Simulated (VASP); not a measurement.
Write the native input for VASP 6.6.1 that does the following.

```
Task                   : relaxation of cell and atoms
Functional             : PBEsol
Potentials or basis    : VASP PAW PBE potentials, release 64 (Hf_pv, B)
Cutoff                 : 500 eV
k mesh                 : 16 × 16 × 16
Occupations            : gaussian, width 0.1 eV
Spin                   : no spin polarisation
Target pressure        : -3 GPa
Dipole correction      : no
Further INCAR settings : ALGO = Normal; EDIFF = 1e-07; IBRION = 2; EDIFFG = -0.008; NSW = 70; ISIF = 3
```

The structure of HfB lies in POSCAR:

```
HfB
1.0
    0.0000000000      2.4162993353      2.4162993353
    2.4162993353      0.0000000000      2.4162993353
    2.4162993353      2.4162993353      0.0000000000
Hf B
1 1
Direct
    0.5000000000      0.5000000000      0.5000000000
    0.0000000000      0.0000000000      0.0000000000
```

The input as run:

INCAR

```
ALGO = Normal ; EDIFF = 1E-7
EDIFFG = -0.008 ; ENCUT = 500
GGA = PS ; GGA_COMPAT = F
IBRION = 2 ; ISIF = 3
ISMEAR = 0 ; LASPH = T
LCHARG = F ; LREAL = F
LWAVE = F ; NELM = 120
NELMIN = 4 ; NSW = 70
PREC = Accurate ; PSTRESS = -30.0
SIGMA = 0.1
```

KPOINTS

```
k-points
0
Gamma
  16 16 16
```

Potentials or basis: VASP PAW PBE potentials, release 64 (Hf_pv, B).

Command:

```sh
$ cat potpaw_PBE.64/Hf_pv/POTCAR potpaw_PBE.64/B/POTCAR > POTCAR
$ mpirun -np 1 vasp_std > vasp.out
```

Results of the run:

```
Relaxed volume                                             : 13.98 Å³/atom
Relaxed cell                                               : a = 3.407 Å, b = 3.407 Å, c = 3.407 Å, α = 60.00°, β = 60.00°, γ = 60.00°
Space group after relaxing (to 0.1 Å)                      : Fm-3m (No. 225)
Energy change on relaxing (the run minimises the enthalpy) : -3.1 meV/atom
Ionic steps                                                : 3
Pressure after relaxing                                    : -3.0 GPa
Band gap on the k mesh                                     : zero (an odd number of electrons rules out a gap without spin polarisation)
```

Caveat: the cell is relaxed towards a set pressure, so the run minimises the enthalpy, not the energy; the PAW data sets were made with another functional, which shifts forces and pressure a little; spin-orbit coupling is left out, which moves the levels of the heavy elements.

Wall time 100 s on 1 thread of AMD EPYC 7R13 Processor (Zen 3) (shared host), peak memory 0.16 GiB.
